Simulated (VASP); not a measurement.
Wanted: the native input for a VASP 6.6.1 run.

```
Task                               : single point
Functional                         : HSE06
Potentials or basis                : VASP PAW PBE potentials, release 64 (Pb_d)
Cutoff                             : 520 eV
k mesh                             : 5 × 5 × 5
Occupations                        : fermi-dirac, width 0.05 eV
Spin                               : no spin polarisation
Dipole correction                  : no
Grid for exact exchange (PRECFOCK) : Normal
Further INCAR settings             : ALGO = Normal; EDIFF = 1e-07; NBANDS = 13
Screening parameter                : 0.2079 1/Å
```

Crystal: Pb.

```
CELL_PARAMETERS angstrom
0.00000 2.47502 2.47502
2.47502 0.00000 2.47502
2.47502 2.47502 0.00000
ATOMIC_POSITIONS crystal
Pb 0.00000 0.00000 0.00000
```

One way to write it, as run:

POSCAR

```
Pb
1.0
    0.0000000000      2.4750200000      2.4750200000
    2.4750200000      0.0000000000      2.4750200000
    2.4750200000      2.4750200000      0.0000000000
Pb
1
Direct
    0.0000000000      0.0000000000      0.0000000000
```

INCAR.step1

```
PREC     = Accurate       # precision mode
ENCUT    = 520            # plane-wave cutoff, eV
EDIFF    = 1E-5           # SCF threshold, eV
ISMEAR   = -1             # smearing method
SIGMA    = 0.05           # smearing width, eV
LREAL    = F              # projectors in reciprocal space
LASPH    = T              # aspherical terms in the spheres
NELM     = 100            # most SCF steps
ALGO     = Normal         # electronic algorithm
ISIF     = 2              # what is computed and relaxed
LWAVE    = T              # write WAVECAR
LCHARG   = F              # write CHGCAR
NBANDS   = 13             # bands
GGA      = PE             # functional
```

INCAR.step2

```
PREC     = Accurate       # precision mode
ENCUT    = 520            # plane-wave cutoff, eV
EDIFF    = 1E-7           # SCF threshold, eV
ISMEAR   = -1             # smearing method
SIGMA    = 0.05           # smearing width, eV
LREAL    = F              # projectors in reciprocal space
LASPH    = T              # aspherical terms in the spheres
NELM     = 100            # most SCF steps
ALGO     = Normal         # electronic algorithm
ISIF     = 2              # what is computed and relaxed
LWAVE    = F              # write WAVECAR
LCHARG   = F              # write CHGCAR
GGA      = PE             # functional
LHFCALC  = T              # exact exchange
HFSCREEN = 0.2079         # screening, 1/A
PRECFOCK = Normal       
NBANDS   = 13             # bands
ISTART   = 1
```

KPOINTS

```
regular mesh
0
Gamma
  5 5 5
```

Potentials or basis: VASP PAW PBE potentials, release 64 (Pb_d).

Command:

```sh
$ cat potpaw_PBE.64/Pb_d/POTCAR > POTCAR
$ cp INCAR.step1 INCAR
$ mpirun -np 1 vasp_std > vasp.out
$ cp INCAR.step2 INCAR
$ mpirun -np 1 vasp_std > vasp.out
```

It gave:

| Quantity | Value |
| --- | --- |
| Pressure | 0.4 GPa |
| Band gap on the k mesh | zero (band 7 reaches 15.39 eV, above the bottom of band 8 at 6.51 eV) |

Caveat: the k points lie up to 0.44 Å⁻¹ apart; the PAW data sets were made with another functional, which shifts forces and pressure a little; spin-orbit coupling is left out, which moves the levels of the heavy elements.

Wall time 7.8 min on 1 thread of Intel(R) Xeon(R) Platinum 8375C CPU @ 2.90GHz (Ice Lake), on a shared host, peak memory 0.26 GiB.
